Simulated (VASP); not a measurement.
MgO, 2 atoms in the cell. Symmetry: P-6m2, No. 187, hexagonal system. The conventional cell has a = 2.938 Å, b = 2.938 Å, c = 2.680 Å, α = 90.00°, β = 90.00°, γ = 120.00°. Within 3.0 Å of Mg (site symmetry -6m2) lie 6 O at 2.16 Å and 8 Mg at 2.68 to 2.94 Å. O (site symmetry -6m2) has 6 Mg at 2.16 Å and 8 O at 2.68 to 2.94 Å within 3.0 Å. 

| Property | Result |
| --- | --- |
| Program | VASP 6.6.1 |
| Task | single point |
| Functional | r2SCANh |
| Potentials or basis | VASP PAW PBE potentials, release 64 (Mg, O) |
| Cutoff | 520 eV |
| k mesh | 5 × 5 × 5 |
| Occupations | fermi-dirac, width 0.05 eV |
| Spin | no spin polarisation |
| Dipole correction | no |
| Grid for exact exchange (PRECFOCK) | Normal |
| Further INCAR settings | ALGO = Normal; EDIFF = 1e-06; NBANDS = 11 |
| Share of exact exchange | 0.1 |

Potentials or basis: VASP PAW PBE potentials, release 64 (Mg, O).

The run is started by

```bash
$ cat potpaw_PBE.64/Mg/POTCAR potpaw_PBE.64/O/POTCAR > POTCAR
$ cp INCAR.step1 INCAR
$ mpirun -np 1 vasp_std > vasp.out
$ cp INCAR.step2 INCAR
$ mpirun -np 1 vasp_std > vasp.out
```

Hardware: 1 thread of Intel Xeon 8259CL, with other jobs on the host.

How long does it take, and how much memory?

It took 8.2 min on 1 thread of Intel Xeon 8259CL, with other jobs on the host, peak memory 0.15 GiB. Counts: k points 15.
